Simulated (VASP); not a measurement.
# Sc3Al13N16 (Cm) in VASP: single point with PBE

Aim: the single point of Sc3Al13N16 with PBE.

All numbers are computed with VASP 6.6.1; they aren't measurements. Logs are shortened: lines on timing, memory, paths and dates and some standing lists are left out, and cuts for length are marked.

**1. The cell of the first run**

Symmetry: Cm, No. 8, monoclinic system. The conventional cell has a = 11.118 Å, b = 6.405 Å, c = 10.184 Å, α = 90.00°, β = 90.04°, γ = 90.00°. Al (site symmetry m) has 4 N at 1.92 to 1.94 Å within 2.6 Å. Within 2.5 Å of Al (site symmetry 1) lie 4 N at 1.90 to 1.94 Å. Al (site symmetry 1) has 4 N at 1.86 to 1.94 Å within 2.5 Å. Within 2.6 Å of Al (site symmetry m) lie 4 N at 1.94 to 1.95 Å. Al (site symmetry m) has 4 N at 1.93 to 1.95 Å within 2.6 Å. Within 2.5 Å of Al (site symmetry 1) lie 4 N at 1.88 to 1.94 Å. Within 2.5 Å of Al (site symmetry 1) lie 4 N at 1.89 to 1.94 Å. Within 2.5 Å of Al (site symmetry m) lie 4 N at 1.91 to 1.95 Å.

**2. Single point, PBE**

Input file INCAR:

```
ALGO = Normal
EDIFF = 1E-6
ENCUT = 520
GGA = PE
ISIF = 2
ISMEAR = 0
LASPH = True
LCHARG = False
LREAL = Auto
LWAVE = False
NBANDS = 98
NELM = 80
PREC = Accurate
SIGMA = 0.01
```

Input file KPOINTS:

```
k-points
0
Gamma
  3 3 2
```

Input file POSCAR:

```
Sc3Al13N16
1.0
    6.4152245749     -0.0060773017     -0.0017666247
   -3.2128753851      5.5527088020      0.0017666247
   -0.0027628208      0.0015951154     10.1841662873
Al Sc N
13 3 16
Direct
    0.1662466362      0.3337533638      0.0043329111
    0.1649026074      0.8324968707      0.0041170245
    0.1650563880      0.8289249845      0.4958469643
    0.6675031293      0.3350973926      0.0041170245
    0.6710750155      0.3349436120      0.4958469643
    0.6672876165      0.8327123835     -0.0009276167
    0.3355396099      0.1644603901      0.2478069300
    0.3329775873      0.6697980267      0.2438398475
    0.3295533540      0.6655056042      0.7574628945
    0.8302019733      0.1670224127      0.2438398475
    0.8344943958      0.1704466460      0.7574628945
    0.8348087594      0.6651912406      0.2475486973
    0.8361783534      0.6638216466      0.7525232837
    0.1630399510      0.3369600490      0.4941128051
    0.6655111075      0.8344888925      0.4990268067
    0.3355616875      0.1644383125      0.7500021335
    0.1671040098      0.3328959902      0.1942432447
    0.1581021380      0.3418978620      0.7004249426
    0.1649350107      0.8331755922      0.1903358742
    0.1576019446      0.8122494238      0.6860933696
    0.6668244078      0.3350649893      0.1903358742
    0.6877505762      0.3423980554      0.6860933696
    0.6679420885      0.8320579115      0.1894929061
    0.6664451024      0.8335548976      0.7076687333
    0.3425049786      0.1574950214      0.4391348003
    0.3333110720      0.1666889280      0.9548331354
    0.3266266294      0.6790793495      0.4284893547
    0.3311850781      0.6673045630      0.9469712832
    0.8209206505      0.1733733706      0.4284893547
    0.8326954370      0.1688149219      0.9469712832
    0.8415185445      0.6584814555      0.4347642191
    0.8345941596      0.6654058404      0.9426988431
```

Potentials or basis: VASP PAW PBE potentials, release 64 (Al, Sc_sv, N).

Started as:

```
$ cat potpaw_PBE.64/Al/POTCAR potpaw_PBE.64/Sc_sv/POTCAR potpaw_PBE.64/N/POTCAR > POTCAR
$ mpirun -np 1 vasp_std > vasp.out
```

OUTCAR:

```text
EDIFF = 1E-6
   ENCUT = 520
   GGA = PE
   ISIF = 2
   ISMEAR = 0
   LASPH = True
   LREAL = Auto
   NELM = 80
   PREC = Accurate

 ion  position               nearest neighbor table
   1  0.166  0.334  0.004-  26 1.92  17 1.93  28 1.94  30 1.94  10 3.07   8 3.07   7 3.11   9 3.12
                            11 3.12   6 3.20   6 3.20  16 3.20   2 3.20   4 3.20   2 3.21   4 3.21
   2  0.165  0.832  0.004-  19 1.90  26 1.92  28 1.93  32 1.94   8 3.06  12 3.08   7 3.09   9 3.12
                            13 3.15  16 3.18   4 3.19   6 3.19   1 3.20   1 3.21   4 3.22   6 3.22
   3  0.165  0.829  0.496-  27 1.86  31 1.90  25 1.91  20 1.94  12 3.12   7 3.14   8 3.15  14 3.15
                             5 3.16  13 3.19  16 3.19  15 3.19  15 3.22   9 3.23   5 3.24  14 3.27
   4  0.668  0.335  0.004-  21 1.90  26 1.92  30 1.93  32 1.94  10 3.06  12 3.08   7 3.09  11 3.12
                            13 3.15  16 3.18   2 3.19   6 3.19   1 3.20   1 3.21   2 3.22   6 3.22
   5  0.671  0.335  0.496-  29 1.86  31 1.90  25 1.91  22 1.94  12 3.12   7 3.14  10 3.15  14 3.15
                             3 3.16  13 3.19  16 3.19  15 3.19  15 3.22  11 3.23   3 3.24  14 3.27
   6  0.667  0.833  0.999-  30 1.94  28 1.94  23 1.94  32 1.95  11 3.09   9 3.09   8 3.11  10 3.11
                            13 3.14  12 3.14   4 3.19   2 3.19   1 3.20   1 3.20   2 3.22   4 3.22
   7  0.336  0.164  0.248-  21 1.93  19 1.93  25 1.95  17 1.95   4 3.09   2 3.09   1 3.11   3 3.14
                             5 3.14  14 3.16   8 3.17  10 3.17  12 3.20  12 3.20   8 3.25  10 3.25
   8  0.333  0.670  0.244-  27 1.88  19 1.92  17 1.94  23 1.94   2 3.06   1 3.07   6 3.11   3 3.15
                            14 3.15   7 3.17  12 3.18  10 3.18  15 3.19  10 3.22  12 3.23   7 3.25
   9  0.330  0.666  0.757-  18 1.89  20 1.92  28 1.93  24 1.94   6 3.09   1 3.12   2 3.12  13 3.16
[... 17 lines left out ...]
  19  0.165  0.833  0.190-   2 1.90   8 1.92  12 1.92   7 1.93
  20  0.158  0.812  0.686-  13 1.91   9 1.92   3 1.94  16 2.06
  21  0.667  0.335  0.190-   4 1.90  10 1.92  12 1.92   7 1.93
  22  0.688  0.342  0.686-  13 1.91  11 1.92   5 1.94  16 2.06
[... 8 lines left out ...]
  31  0.842  0.658  0.435-   5 1.90   3 1.90  12 1.91  15 2.06
  32  0.835  0.665  0.943-   4 1.94   2 1.94  13 1.94   6 1.95

  LATTYP: Found a base centered monoclinic cell.
 ALAT       =    11.1175727688
 B/A-ratio  =     0.5760878307
 C/A-ratio  =     0.9160422872
 COS(beta)  =    -0.0006310616

  Lattice vectors:

 A1 = (   3.2128753851,  -5.5527088020,  -0.0017666247)
 A2 = (   6.4152245749,  -0.0060773017,  -0.0017666247)
 A3 = (  -0.0027628208,   0.0015951154,  10.1841662873)

Analysis of symmetry for initial positions (statically):
=====================================================================
 Subroutine PRICEL returns:
 Original cell was already a primitive cell.

 Routine SETGRP: Setting up the symmetry group for a
 base centered monoclinic supercell.

 Subroutine GETGRP returns: Found  2 space group operations
 (whereof  1 operations were pure point group operations)
 out of a pool of  4 trial point group operations.

The static configuration has the point symmetry C_1 .
 The point group associated with its full space group is C_1h.

Analysis of symmetry for dynamics (positions and initial velocities):
=====================================================================
 Subroutine PRICEL returns:
 Original cell was already a primitive cell.

 Routine SETGRP: Setting up the symmetry group for a
 base centered monoclinic supercell.

 Subroutine GETGRP returns: Found  2 space group operations
 (whereof  1 operations were pure point group operations)
 out of a pool of  4 trial point group operations.

The dynamic configuration has the point symmetry C_1 .
 The point group associated with its full space group is C_1h.

 Subroutine INISYM returns: Found  2 space group operations
 (whereof  1 operations are pure point group operations),
 and found     1 'primitive' translations

----------------------------------------------------------------------------------------

                                     Primitive cell

  volume of cell :     362.5802

  direct lattice vectors                    reciprocal lattice vectors
[... 74 lines left out ...]
                32          32

----------------------------------------------------------------------------------------

 KPOINTS: k-points

Automatic generation of k-mesh.
 Grid dimensions read from file:
 generate k-points for:    3    3    2

 Generating k-lattice:

  Cartesian coordinates                     Fractional coordinates (reciprocal lattice)
     0.051988229  0.030081117  0.000009392     0.333333333  0.000000000  0.000000000
     0.000056897  0.060063685 -0.000009392    -0.000000000  0.333333333  0.000000000
     0.000013513 -0.000007802  0.049095825    -0.000000000  0.000000000  0.500000000

  Length of vectors
     0.060063713  0.060063713  0.049095828

  Shift w.r.t. Gamma in fractional coordinates (k-lattice)
     0.000000000  0.000000000  0.000000000

 Subroutine IBZKPT returns following result:
 ===========================================

 Found      8 irreducible k-points:

 Following reciprocal coordinates:
            Coordinates               Weight
  0.000000  0.000000  0.000000      1.000000
  0.333333  0.000000 -0.000000      4.000000
  0.333333  0.333333 -0.000000      2.000000
 -0.333333  0.333333 -0.000000      2.000000
 -0.000000 -0.000000  0.500000      1.000000
  0.333333  0.000000  0.500000      4.000000
  0.333333  0.333333  0.500000      2.000000
 -0.333333  0.333333  0.500000      2.000000
   k-points           NKPTS =      8   k-points in BZ     NKDIM =      8   number of bands    NBANDS=     98
   number of dos      NEDOS =    301   number of ions     NIONS =     32
   total plane-waves  NPLWV = 184320
   dimension x,y,z NGX =    48 NGY =   48 NGZ =   80
   dimension x,y,z NGXF=    96 NGYF=   96 NGZF=  160
   ions per type =              13   3  16
   NGX,Y,Z   is equivalent  to a cutoff of  12.44, 12.44, 13.06 a.u.
   NGXF,Y,Z  is equivalent  to a cutoff of  24.88, 24.88, 26.12 a.u.
 SYSTEM =  unknown system
   PREC   = accura    normal or accurate (medium, high low for compatibility)
   ISTART =      0    job   : 0-new  1-cont  2-samecut
   ICHARG =      2    charge: 1-file 2-atom 10-const
   ISPIN  =      1    spin polarized calculation?
   LNONCOLLINEAR =      F non collinear calculations
   LSORBIT =      F    spin-orbit coupling
   LASPH  =      T    aspherical Exc in radial PAW
   ENCUT  =  520.0 eV  38.22 Ry    6.18 a.u.  11.93 11.93 18.94*2*pi/ulx,y,z
   NELM   =     80;   NELMIN=  2; NELMDL= -5     # of ELM steps
   EDIFF  = 0.1E-05   stopping-criterion for ELM
   LREAL  =      T    real-space projection
   EDIFFG = 0.1E-04   stopping-criterion for IOM
   NSW    =      0    number of steps for IOM
   IBRION =     -1    ionic relax: 0-MD 1-quasi-New 2-CG
   NFREE  =      0    steps in history (QN), initial steepest desc. (CG)
   ISIF   =      2    stress and relaxation
   ISYM   =      2    0-nonsym 1-usesym 2-fastsym
   POTIM  = 0.5000    time-step for ionic-motion
   TEBEG  =    0.0;   TEEND  =   0.0 temperature during run
   PSTRESS=    0.0 pullay stress
   NELECT =     152.0000    total number of electrons
   NUPDOWN=      -1.0000    fix difference up-down
   EMIN   =  10.00;   EMAX   =-10.00  energy-range for DOS
   EFERMI =   0.00;   METHOD = LEGACY
   ISMEAR =     0;   SIGMA  =   0.01  broadening in eV -4-tet -1-fermi 0-gaus
   EFERMI_NEDOS =   21; number of points for ismear=-14 and -15
   IALGO  =     38    algorithm
   IMIX   =      4    mixing-type and parameters
     AMIX     =   0.40;   BMIX     =  1.00
     AMIX_MAG =   1.60;   BMIX_MAG =  1.00
  volume/ion in A,a.u.               =      11.33        76.46
  Fermi-wavevector in a.u.,A,eV,Ry     =   1.225240  2.315369 20.425259  1.501214
  Thomas-Fermi vector in A             =   2.360286
   LORBIT       =      0    0 simple, 1 ext, 2 COOP (PROOUT), +10 PAW based schemes
   GGA     = PE    functional components
   LHFCALC =     F    Hartree Fock is set to
   AEXX    =    0.0000 exact exchange contribution
   IVDW    =     0    specifies the selected vdW correction
   LEPSILON=     F    determine dielectric tensor
   LRPA    =     F    only Hartree local field effects (RPA)
 non-spin polarized calculation
 Gauss-broadening in eV      SIGMA  =   0.01
  energy-cutoff  :      520.00
  volume of cell :      362.58
 maximum number of plane-waves:      9788
   NGX = 23   NGY = 23   NGZ = 37

 number of electron     152.0000014 magnetization

 Free energy of the ion-electron system (eV)
  ---------------------------------------------------
  ext. energy  EPLUGINS =         0.00000000
  ---------------------------------------------------
  free energy    TOTEN  =      -245.41545573 eV

  energy without entropy =     -245.41545573  energy(sigma->0) =     -245.41545573

 E-fermi :   5.2560     XC(G=0): -10.7547

 val. band max:        5.1546357616   @ k =   0.0000   0.0000   0.0000
 cond. band min:       8.8734106205   @ k =   0.0000   0.0000   0.0000
 fundamental gap:      3.7187748588
 Fermi energy:         5.2559819062

 k-point     1 :       0.0000    0.0000    0.0000
  band No.  band energies     occupation
      1     -41.6126      2.00000
      2     -41.5670      2.00000
      3     -41.5023      2.00000
      4     -20.5835      2.00000
      5     -20.4748      2.00000
      6     -20.4099      2.00000
[... 717 lines left out ...]
     87      10.7478      0.00000
     88      10.8129      0.00000
 [bands above 88 left out]

------------------------ aborting loop because EDIFF is reached ----------------------------------------

  FORCE on cell =-STRESS in cart. coord.  units (eV):
  Direction    XX          YY          ZZ          XY          YZ          ZX
  --------------------------------------------------------------------------------------
  -------------------------------------------------------------------------------------
  Total        0.0329315      0.0332042      0.0753864      0.0002362     -0.0101024      0.0174990
  in kB        0.1455185      0.1467237      0.3331189      0.0010437     -0.0446406      0.0773250
  external PRESSURE =       0.2084537 kB  Pullay stress =       0.0000000 kB

 VOLUME and BASIS-vectors are now :
 -----------------------------------------------------------------------------
  energy-cutoff  :      520.00
  volume of cell :      362.58
      direct lattice vectors                 reciprocal lattice vectors
     6.415224575 -0.006077302 -0.001766625     0.155964686  0.090243351  0.000028176
    -3.212875385  5.552708802  0.001766625     0.000170692  0.180191056 -0.000028176
    -0.002762821  0.001595115 10.184166287     0.000027025 -0.000015603  0.098191651

 POSITION                                       TOTAL-FORCE (eV/Angst)
 -----------------------------------------------------------------------------------
     -0.00581      1.85223      0.04442         0.000224     -0.000129     -0.001432
     -1.61683      4.62162      0.04311         0.001124     -0.001382      0.002629
     -1.60573      4.60257      5.05096        -0.003295     -0.001314      0.002364
      3.20554      1.85665      0.04134         0.001759     -0.000283      0.002629
      3.22759      1.85656      5.04919        -0.000509      0.003510      0.002364
      1.60264      4.62135     10.17501         0.000387     -0.000223     -0.005355
[... 24 lines left out ...]
      3.28171      3.65194      4.42739         0.052677     -0.030413     -0.019689
      3.21364      3.69124      9.60030         0.002468     -0.001425      0.001378
 -----------------------------------------------------------------------------------
    total drift:                               -0.002227      0.001287     -0.006427

  FREE ENERGIE OF THE ION-ELECTRON SYSTEM (eV)
  ---------------------------------------------------
  free  energy   TOTEN  =      -245.4154557327 eV

  energy  without entropy=     -245.4154557327  energy(sigma->0) =     -245.41545573
```

Wall time 20 min (1 thread of Intel Xeon 8259CL, shared host); peak memory 0.54 GiB.

Results:

| Quantity | Value |
| --- | --- |
| Free energy | -245.4155 eV |
| Pressure | 0.0 GPa |
| Largest force | 0.088 eV/Å |
| Band gap on the k mesh | 3.72 eV |

Forces on the atoms (eV/Å):
```
Al   0.000  0.000 -0.001
Al   0.001 -0.001  0.003
Al  -0.003 -0.001  0.002
Al   0.002  0.000  0.003
Al  -0.001  0.004  0.002
Al   0.000  0.000 -0.005
Al   0.001  0.000 -0.003
Al  -0.004  0.004 -0.004
Al  -0.002 -0.001 -0.001
Al  -0.006  0.001 -0.004
Al   0.000  0.002 -0.001
Al   0.001 -0.001 -0.004
Al   0.004 -0.002  0.000
Sc   0.017 -0.010  0.013
Sc   0.015 -0.009  0.020
Sc   0.005 -0.003 -0.002
N   -0.001  0.001 -0.001
N   -0.062  0.036  0.043
N    0.000  0.000  0.001
N   -0.001 -0.062 -0.022
N    0.000  0.000  0.001
N    0.054  0.032 -0.022
N    0.000  0.000  0.000
N   -0.002  0.001  0.053
N    0.054 -0.031 -0.017
N   -0.001  0.000  0.058
N   -0.062  0.038 -0.049
N   -0.001  0.000  0.002
N   -0.064  0.035 -0.049
N    0.000  0.001  0.002
N    0.053 -0.030 -0.020
N    0.002 -0.001  0.001
```

Caveat: an odd mesh through Γ misses points on the zone boundary, where band edges can lie.
